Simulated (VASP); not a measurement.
Runs of VASP 6.6.1 on Ag7B. The structure is that of space group Im-3m (No. 229), or close to it. The cells are those of the table. The cell was generated, and may not be a known phase.

| task | cell | k mesh | cutoff (eV) | gap on the mesh (eV) | pressure (GPa) | relaxed volume (Å³/atom) |
| --- | --- | --- | --- | --- | --- | --- |
| single point | a = 5.603 Å, angles 109.5°, 8 atoms | 4 × 4 × 4 | 520 | none | -0.2 | - |
| single point | a = 5.594 Å, angles 109.5°, 8 atoms | 8 × 8 × 8 | 520 | none | -0.2 | - |
| single point | a = 5.851 Å, angles 109.5°, 8 atoms | 4 × 4 × 4 | 520 | none | -8.3 | - |
| relaxation of cell and atoms | relaxed from a = 5.851 Å, angles 109.5°, 8 atoms | 4 × 4 × 4 | 600 | none | 0.0 | 16.90 |
| relaxation of cell and atoms | relaxed from a = 5.603 Å, angles 109.5°, 8 atoms | 8 × 8 × 8 | 600 | none | 0.0 | (a) |

Alike in all rows: level PBE; potentials or basis VASP PAW PBE potentials, release 64 (Ag, B); no spin polarisation; smearing gaussian 0.1 eV.

Q: Estimate the missing entries.

A: (a) 16.82.

Caveats: the cell stands under tension (at least some runs).

A k mesh can miss the band edges, and the runs leave out spin-orbit coupling on Ag.

A gap of «none» marks levels without a gap at the run's occupations.
